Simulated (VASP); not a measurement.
A run of VASP 6.6.1:

INCAR

```
PREC = Accurate
ENCUT = 750
EDIFF = 1E-6
ISMEAR = 0
SIGMA = 0.01
LREAL = False
LASPH = True
NELM = 120
ALGO = Normal
ISIF = 2
LWAVE = False
LCHARG = False
GGA = RP
NBANDS = 13
GGA_COMPAT = False
```

KPOINTS

```
Automatic mesh
0
Gamma
  6 6 6
```

File POSCAR:

```
Li2S
1.0
    4.0876629235      0.0000000000      0.0000000000
    2.0438314618      3.5400199339      0.0000000000
    2.0438314618      1.1800066446      3.3375628011
Li S
2 1
Direct
    0.2500000000      0.2500000000      0.2500000000
    0.7500000000      0.7500000000      0.7500000000
    0.0000000000      0.0000000000      0.0000000000
```

Potentials or basis: VASP PAW PBE potentials, release 64 (Li_sv, S).

Launch:

```sh
$ cat potpaw_PBE.64/Li_sv/POTCAR potpaw_PBE.64/S/POTCAR > POTCAR
$ mpirun -np 1 vasp_std > vasp.out
```

Hardware: 1 thread of Intel Xeon 8259CL, with other jobs on the host.

**Question.** Estimate the wall time of this run.

**Answer.** It took 40 s on 1 thread of Intel Xeon 8259CL, on a shared host, peak memory 0.23 GiB. Counts: scf iterations 15, k points 16.
